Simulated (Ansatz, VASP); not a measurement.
## Two plane-wave programs on Ti3Ge2

```
Ti Ge
1.0
     4.46686    0.00000    0.00000
     0.00000    4.46686    0.00000
     0.00000    0.00000    4.46686
Ti Ge
3 2
Direct
  0.50000 0.00000 0.00000
  0.00000 0.50000 0.00000
  0.00000 0.00000 0.50000
  0.00000 0.00000 0.00000
  0.50000 0.50000 0.50000
```

Alike in both runs: task single point; functional PBE; k mesh 4 × 4 × 4; occupations gaussian, width 0.1 eV; no spin polarisation.

|  | VASP | Ansatz |
| --- | --- | --- |
| version | VASP 6.6.1 | Ansatz 0.2.0 |
| potentials or method | VASP PAW PBE potentials, release 64 (Ti_sv, Ge_d), cutoff 520 eV | scalar-relativistic, plane waves, PAW |
| valence electrons in the cell | 64 | 64 |

```csv
,VASP,Ansatz,Ansatz less VASP
gap on the k mesh at the Fermi level (eV),none,none,-
pressure (GPa),15.2,15.0,-0.20
```

A gap of «none» marks a metal or a gap that the smearing closes. The functional is the same, so the differences come from potentials, cutoffs and numerics.
